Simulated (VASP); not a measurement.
# Mg32O31 (a cell with a defect) in VASP: single point with PBEsol

Aim: the single point of Mg32O31 (a cell with a defect) with PBEsol.

All numbers are computed with VASP 6.6.1; they aren't measurements. Logs are shortened: lines on timing, memory, paths and dates and some standing lists are left out, and cuts for length are marked.

### Step 1. The cell of the first run

The cell holds a defect, 63 atoms: a = 8.794 Å, b = 8.794 Å, c = 8.794 Å, α = 90.00°, β = 90.00°, γ = 90.00°.

### Step 2. Single point, PBEsol

INCAR

```
SYSTEM = Mg32O31
  PREC = Accurate
  ENCUT = 520
  EDIFF = 1E-6
  ISMEAR = 0
  SIGMA = 0.02
  LREAL = Auto
  LASPH = .TRUE.
  NELM = 80
  ALGO = Normal
  ISIF = 2
  LWAVE = .FALSE.
  LCHARG = .TRUE.
  GGA = PS
  LELF = .TRUE.
  LVHAR = .TRUE.
  NBANDS = 162
```

KPOINTS

```
regular mesh
0
G
  1 1 1
  0 0 0
```

POSCAR

```
Mg32O31
1.0
    8.7942000000      0.0000000000      0.0000000000
    0.0000000000      8.7942000000      0.0000000000
    0.0000000000      0.0000000000      8.7942000000
Mg O
32 31
Direct
    0.5000000000      0.0000000000     -0.0023367674
    0.7499533784      0.2500466216      0.0000466216
    0.7523367674      0.0000000000      0.2500000000
    0.0000000000      0.0000000000     -0.0006101749
    0.2500466216      0.2500466216      0.0000466216
    0.5000000000      0.5000000000     -0.0100455982
    0.7499533784      0.7499533784      0.0000466216
    0.2476632326      0.0000000000      0.2500000000
    0.5000000000      0.2399544018      0.2500000000
    0.7600455982      0.5000000000      0.2500000000
    0.5000000000      0.0000000000      0.5023367674
    0.7499533784      0.2500466216      0.4999533784
    0.7506101749      0.0000000000      0.7500000000
    0.0000000000      0.5000000000     -0.0023367674
    0.2500466216      0.7499533784      0.0000466216
    0.0000000000      0.2476632326      0.2500000000
    0.2399544018      0.5000000000      0.2500000000
    0.5000000000      0.7600455982      0.2500000000
    0.0000000000      0.0000000000      0.5006101749
    0.2500466216      0.2500466216      0.4999533784
    0.5000000000      0.5000000000      0.5100455982
    0.7499533784      0.7499533784      0.4999533784
    0.2493898251      0.0000000000      0.7500000000
    0.5000000000      0.2476632326      0.7500000000
    0.7523367674      0.5000000000      0.7500000000
    0.0000000000      0.7523367674      0.2500000000
    0.0000000000      0.5000000000      0.5023367674
    0.2500466216      0.7499533784      0.4999533784
    0.0000000000      0.2493898251      0.7500000000
    0.2476632326      0.5000000000      0.7500000000
    0.5000000000      0.7523367674      0.7500000000
    0.0000000000      0.7506101749      0.7500000000
    0.7505298947      0.2494701053      0.2500000000
    0.0000000000      0.5000000000      0.2500000000
    0.0000000000      0.2500313843      0.4999686157
    0.2494701053      0.2494701053      0.2500000000
    0.7505298947      0.7505298947      0.2500000000
    0.0000000000      0.0000000000      0.2500000000
    0.5000000000      0.2494701053      0.5005298947
    0.7505298947      0.5000000000      0.5005298947
    0.0000000000      0.7499686157      0.4999686157
    0.7499686157      0.2500313843      0.7500000000
    0.0000000000      0.5000000000      0.7500000000
    0.0000000000      0.2500313843      0.0000313843
    0.2494701053      0.7505298947      0.2500000000
    0.5000000000      0.0000000000      0.2500000000
    0.2494701053      0.5000000000      0.5005298947
    0.5000000000      0.7505298947      0.5005298947
    0.7499686157      0.0000000000      0.4999686157
    0.2500313843      0.2500313843      0.7500000000
    0.5000000000      0.5000000000      0.7500000000
    0.7499686157      0.7499686157      0.7500000000
    0.0000000000      0.0000000000      0.7500000000
    0.5000000000      0.2494701053     -0.0005298947
    0.7505298947      0.5000000000     -0.0005298947
    0.0000000000      0.7499686157      0.0000313843
    0.2500313843      0.0000000000      0.4999686157
    0.2500313843      0.7499686157      0.7500000000
    0.5000000000      0.0000000000      0.7500000000
    0.2494701053      0.5000000000     -0.0005298947
    0.5000000000      0.7505298947     -0.0005298947
    0.7499686157      0.0000000000      0.0000313843
    0.2500313843      0.0000000000      0.0000313843
```

Potentials or basis: VASP PAW PBE potentials, release 64 (Mg, O).

Command:

```
$ cat potpaw_PBE.64/Mg/POTCAR potpaw_PBE.64/O/POTCAR > POTCAR
$ mpirun -np 1 vasp_gam > vasp.out
```

OUTCAR:

```text
SYSTEM = Mg32O31
   PREC = Accurate
   ENCUT = 520
   EDIFF = 1E-6
   ISMEAR = 0
   LREAL = Auto
   LASPH = .TRUE.
   NELM = 80
   ISIF = 2
   GGA = PS

 ion  position               nearest neighbor table
   1  0.500  0.000  0.998-  59 2.18  54 2.19  61 2.19  62 2.20  63 2.20  46 2.22   9 3.06  18 3.06
                            24 3.08  31 3.08  13 3.10  23 3.10   5 3.11  15 3.11   7 3.11   2 3.11
   2  0.750  0.250  0.000-  33 2.20  54 2.20  55 2.20  42 2.20  44 2.20  62 2.20   1 3.11   3 3.11
                            14 3.11  16 3.11  24 3.11  25 3.11   4 3.11  13 3.11  29 3.11   9 3.11
   3  0.752  0.000  0.250-  38 2.18  37 2.19  33 2.19  49 2.20  62 2.20  46 2.22   9 3.06  18 3.06
                            16 3.08  26 3.08  19 3.10   4 3.10  22 3.11   7 3.11   2 3.11  12 3.11
   4  0.000  0.000  0.999-  53 2.19  44 2.20  56 2.20  62 2.20  63 2.20  38 2.20  16 3.10  26 3.10
                             3 3.10   8 3.10  29 3.10  32 3.10  23 3.10  13 3.10  15 3.11   7 3.11
   5  0.250  0.250  0.000-  36 2.20  54 2.20  60 2.20  50 2.20  44 2.20  63 2.20   1 3.11   8 3.11
                            14 3.11  16 3.11  24 3.11  30 3.11   4 3.11  29 3.11  23 3.11   9 3.11
   6  0.500  0.500  0.990-  51 2.11  54 2.20  55 2.20  60 2.20  61 2.20  25 3.06  30 3.06  31 3.06
                            24 3.06   5 3.11   7 3.11  15 3.11   2 3.11   9 3.23  17 3.23  18 3.23
   7  0.750  0.750  0.000-  37 2.20  55 2.20  61 2.20  52 2.20  56 2.20  62 2.20   1 3.11   3 3.11
                            14 3.11  25 3.11  26 3.11  31 3.11   4 3.11  13 3.11  32 3.11  10 3.11
   8  0.248  0.000  0.250-  38 2.18  36 2.19  45 2.19  57 2.20  63 2.20  46 2.22   9 3.06  18 3.06
                            16 3.08  26 3.08  19 3.10   4 3.10  15 3.11  28 3.11   5 3.11  20 3.11
   9  0.500  0.240  0.250-  46 2.11  36 2.20  39 2.20  33 2.20  54 2.20   3 3.06   8 3.06  11 3.06
[... 76 lines left out ...]
  62  0.750  0.000  0.000-   1 2.20   3 2.20   4 2.20  13 2.20   7 2.20   2 2.20
  63  0.250  0.000  0.000-   1 2.20   8 2.20   4 2.20  23 2.20  15 2.20   5 2.20

  LATTYP: Found a simple cubic cell.
 ALAT       =     8.7942000000

  Lattice vectors:

 A1 = (   8.7942000000,   0.0000000000,   0.0000000000)
 A2 = (   0.0000000000,   8.7942000000,   0.0000000000)
 A3 = (   0.0000000000,   0.0000000000,   8.7942000000)

Analysis of symmetry for initial positions (statically):
=====================================================================
 Subroutine PRICEL returns:
 Original cell was already a primitive cell.

 Routine SETGRP: Setting up the symmetry group for a
 simple cubic supercell.

 Subroutine GETGRP returns: Found 48 space group operations
 (whereof  8 operations were pure point group operations)
 out of a pool of 48 trial point group operations.

[... 224 lines left out ...]
   PSTRESS=    0.0 pullay stress
   NELECT =     250.0000    total number of electrons
   NUPDOWN=      -1.0000    fix difference up-down
   EMIN   =  10.00;   EMAX   =-10.00  energy-range for DOS
   EFERMI =   0.00;   METHOD = LEGACY
   ISMEAR =     0;   SIGMA  =   0.02  broadening in eV -4-tet -1-fermi 0-gaus
   EFERMI_NEDOS =   21; number of points for ismear=-14 and -15
   IALGO  =     38    algorithm
   IMIX   =      4    mixing-type and parameters
     AMIX     =   0.40;   BMIX     =  1.00
     AMIX_MAG =   1.60;   BMIX_MAG =  1.00
  volume/ion in A,a.u.               =      10.80        72.85
  Fermi-wavevector in a.u.,A,eV,Ry     =   1.172713  2.216107 18.711499  1.375256
  Thomas-Fermi vector in A             =   2.309138
   LORBIT       =      0    0 simple, 1 ext, 2 COOP (PROOUT), +10 PAW based schemes
   GGA     = PS    functional components
   LHFCALC =     F    Hartree Fock is set to
   AEXX    =    0.0000 exact exchange contribution
   IVDW    =     0    specifies the selected vdW correction
   LEPSILON=     F    determine dielectric tensor
   LRPA    =     F    only Hartree local field effects (RPA)
 non-spin polarized calculation
 Gauss-broadening in eV      SIGMA  =   0.02
  energy-cutoff  :      520.00
  volume of cell :      680.13
 maximum number of plane-waves:      9163
 NGX is ok and might be reduce to    70
   NGX = 33   NGY = 33   NGZ = 33

 number of electron     250.0000084 magnetization

 Free energy of the ion-electron system (eV)
  ---------------------------------------------------
  ext. energy  EPLUGINS =         0.00000000
  ---------------------------------------------------
  free energy    TOTEN  =      -384.26505188 eV

  energy without entropy =     -384.26505188  energy(sigma->0) =     -384.26505188

 E-fermi :   4.3270     XC(G=0): -10.6401

 val. band max:        4.1980580698   @ k =   0.0000   0.0000   0.0000
 cond. band min:       6.2709027295   @ k =   0.0000   0.0000   0.0000
 fundamental gap:      2.0728446597
 Fermi energy:         4.3270149667

 k-point     1 :       0.0000    0.0000    0.0000
  band No.  band energies     occupation
      1     -14.4817      2.00000
      2     -13.9587      2.00000
      3     -13.9587      2.00000
      4     -13.8797      2.00000
      5     -13.8797      2.00000
      6     -13.8797      2.00000
[... 129 lines left out ...]
    136       9.4820      0.00000
    137       9.4820      0.00000
 [bands above 137 left out]

------------------------ aborting loop because EDIFF is reached ----------------------------------------

  FORCE on cell =-STRESS in cart. coord.  units (eV):
  Direction    XX          YY          ZZ          XY          YZ          ZX
  --------------------------------------------------------------------------------------
  -------------------------------------------------------------------------------------
  Total      -61.2670567    -61.2670567    -61.2670567      0.0000000      0.0000000      0.0000000
  in kB     -144.3273325   -144.3273325   -144.3273325      0.0000000      0.0000000      0.0000000
  external PRESSURE =    -144.3273325 kB  Pullay stress =       0.0000000 kB

 VOLUME and BASIS-vectors are now :
 -----------------------------------------------------------------------------
  energy-cutoff  :      520.00
  volume of cell :      680.13
      direct lattice vectors                 reciprocal lattice vectors
     8.794200000  0.000000000  0.000000000     0.113711310  0.000000000  0.000000000
     0.000000000  8.794200000  0.000000000     0.000000000  0.113711310  0.000000000
     0.000000000  0.000000000  8.794200000     0.000000000  0.000000000  0.113711310

 POSITION                                       TOTAL-FORCE (eV/Angst)
 -----------------------------------------------------------------------------------
      4.39710      0.00000      8.77365        -0.000000      0.000000     -0.017154
      6.59524      2.19896      0.00041         0.009581     -0.009581     -0.009581
      6.61620      0.00000      2.19855         0.017154      0.000000     -0.000000
      0.00000      0.00000      8.78883        -0.000000      0.000000     -0.008779
      2.19896      2.19896      0.00041        -0.009581     -0.009581     -0.009581
      4.39710      4.39710      8.70586        -0.000000      0.000000      0.006113
[... 55 lines left out ...]
      6.59537      0.00000      0.00028        -0.010617      0.000000      0.010617
      2.19883      0.00000      0.00028         0.010617      0.000000      0.010617
 -----------------------------------------------------------------------------------
    total drift:                                0.000000      0.000000      0.000000

  FREE ENERGIE OF THE ION-ELECTRON SYSTEM (eV)
  ---------------------------------------------------
  free  energy   TOTEN  =      -384.2650518769 eV

  energy  without entropy=     -384.2650518769  energy(sigma->0) =     -384.26505188
```

It took 2.2 min on 1 thread of Intel Xeon 6975P-C (Granite Rapids), shared host; peak memory 0.66 GiB.

Results:

```
Free energy            : -384.2651 eV
Pressure               : -14.4 GPa
Largest force          : 0.019 eV/Å
Band gap on the k mesh : 2.07 eV
```

Forces on the atoms (eV/Å):
```
Mg   0.000  0.000 -0.017
Mg   0.010 -0.010 -0.010
Mg   0.017  0.000  0.000
Mg   0.000  0.000 -0.009
Mg  -0.010 -0.010 -0.010
Mg   0.000  0.000  0.006
Mg   0.010  0.010 -0.010
Mg  -0.017  0.000  0.000
Mg   0.000  0.006  0.000
Mg  -0.006  0.000  0.000
Mg   0.000  0.000  0.017
Mg   0.010 -0.010  0.010
Mg   0.009  0.000  0.000
Mg   0.000  0.000 -0.017
Mg  -0.010  0.010 -0.010
Mg   0.000 -0.017  0.000
Mg   0.006  0.000  0.000
Mg   0.000 -0.006  0.000
Mg   0.000  0.000  0.009
Mg  -0.010 -0.010  0.010
Mg   0.000  0.000 -0.006
Mg   0.010  0.010  0.010
Mg  -0.009  0.000  0.000
Mg   0.000 -0.017  0.000
Mg   0.017  0.000  0.000
Mg   0.000  0.017  0.000
Mg   0.000  0.000  0.017
Mg  -0.010  0.010  0.010
Mg   0.000 -0.009  0.000
Mg  -0.017  0.000  0.000
Mg   0.000  0.017  0.000
Mg   0.000  0.009  0.000
O   -0.013  0.013  0.000
O    0.000  0.000  0.000
O    0.000  0.011 -0.011
O    0.013  0.013  0.000
O   -0.013 -0.013  0.000
O    0.000  0.000  0.000
O    0.000  0.013 -0.013
O   -0.013  0.000 -0.013
O    0.000 -0.011 -0.011
O   -0.011  0.011  0.000
O    0.000  0.000  0.000
O    0.000  0.011  0.011
O    0.013 -0.013  0.000
O    0.000  0.000  0.000
O    0.013  0.000 -0.013
O    0.000 -0.013 -0.013
O   -0.011  0.000 -0.011
O    0.011  0.011  0.000
O    0.000  0.000  0.000
O   -0.011 -0.011  0.000
O    0.000  0.000  0.000
O    0.000  0.013  0.013
O   -0.013  0.000  0.013
O    0.000 -0.011  0.011
O    0.011  0.000 -0.011
O    0.011 -0.011  0.000
O    0.000  0.000  0.000
O    0.013  0.000  0.013
O    0.000 -0.013  0.013
O   -0.011  0.000  0.011
O    0.011  0.000  0.011
```

Caveat: the k points lie up to 0.71 Å⁻¹ apart; the PAW data sets were made with another functional, which shifts forces and pressure a little.
